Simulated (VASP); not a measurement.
V: single point with r2SCAN

Crystal: V.

```
V
1.0
    -1.49104    1.49104    1.49104
     1.49104   -1.49104    1.49104
     1.49104    1.49104   -1.49104
V
1
Direct
  0.00000 0.00000 0.00000
```

```yaml
Program: VASP 6.6.1
Task: single point
Functional: r2SCAN
Potentials_or_basis: VASP PAW PBE potentials, release 64 (V_sv)
Cutoff: 520 eV
k_mesh: 20 × 20 × 20
Occupations: gaussian, width 0.05 eV
Spin: collinear spin
Starting_moments: "[0.05] μB"
Dipole_correction: no
Further_INCAR_settings: ALGO = Normal; EDIFF = 1e-06; NBANDS = 16
```

| Property | Result |
| --- | --- |
| Pressure | 0.7 GPa |
| Net moment | 0.00 μB per cell |
| Valence electrons inside the program's atomic spheres | V 11.65 |

Levels at points of the mesh, in eV from the Fermi level:
Spin up:
```csv
k point,band 5,band 6,band 7,band 8,band 9,band 10
"(0.00, 0.00, 0.00)",-7.09,0.49,0.49,0.49,2.71,2.71
"(0.50, 0.00, 0.00)",-3.39,-1.17,1.57,2.69,3.10,4.38
"(0.50, 0.50, 0.50)",-3.18,-3.18,3.96,3.97,3.97,10.80
```
Spin down:
| k point | band 5 | band 6 | band 7 | band 8 | band 9 | band 10 |
| --- | --- | --- | --- | --- | --- | --- |
| (0.00, 0.00, 0.00) | -7.09 | 0.49 | 0.49 | 0.49 | 2.71 | 2.71 |
| (0.50, 0.00, 0.00) | -3.39 | -1.17 | 1.58 | 2.69 | 3.10 | 4.38 |
| (0.50, 0.50, 0.50) | -3.18 | -3.18 | 3.97 | 3.97 | 3.97 | 10.80 |

Wall time 9.3 min on 1 thread of Intel Xeon 8259CL, with other jobs on the host, peak memory 0.2 GiB.

Caveat: the PAW data sets were made with another functional, which shifts forces and pressure a little.
